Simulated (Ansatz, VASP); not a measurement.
# One calculation of K3Zr2S, two programs

```
K Zr S
1.0
     5.92203    0.00000    0.00000
    -2.96102    5.12863    0.00000
     0.00000    0.00000    6.63416
K Zr S
3 2 1
Direct
  0.50000 0.00000 0.50000
  0.00000 0.50000 0.50000
  0.50000 0.50000 0.50000
  0.66667 0.33333 0.00000
  0.33333 0.66667 0.00000
  0.00000 0.00000 0.00000
```

Change from the starting cell: species swapped into the CeSi2Ir3 type (P6/mmm, No. 191).

Alike in both runs: functional PBE; k mesh 6 × 6 × 6; occupations gaussian, width 0.1 eV; collinear spin.

Ansatz relaxed the structure, and its values are those at the end. VASP's run is a single point on that final structure, the one shown.

|  | VASP | Ansatz |
| --- | --- | --- |
| version | VASP 6.6.1 | Ansatz 0.2.0 |
| potentials or method | VASP PAW PBE potentials, release 64 (K_sv, Zr_sv, S), cutoff 520 eV | scalar-relativistic, plane waves, PAW |
| valence electrons in the cell | 57 | 57 |

```tsv
	VASP	Ansatz	Ansatz less VASP
gap on the k mesh at the Fermi level (eV)	none	none	-
pressure (GPa)	0.0	0.0	-0.03
net moment per atom (μB)	0.86	0.86	0.000
size of the moment on the site where the two differ most (μB)	1.32	1.61	+0.292
```

Site moments also hang on the region over which each program counts them. A gap of «none» marks a metal or a gap that the smearing closes.
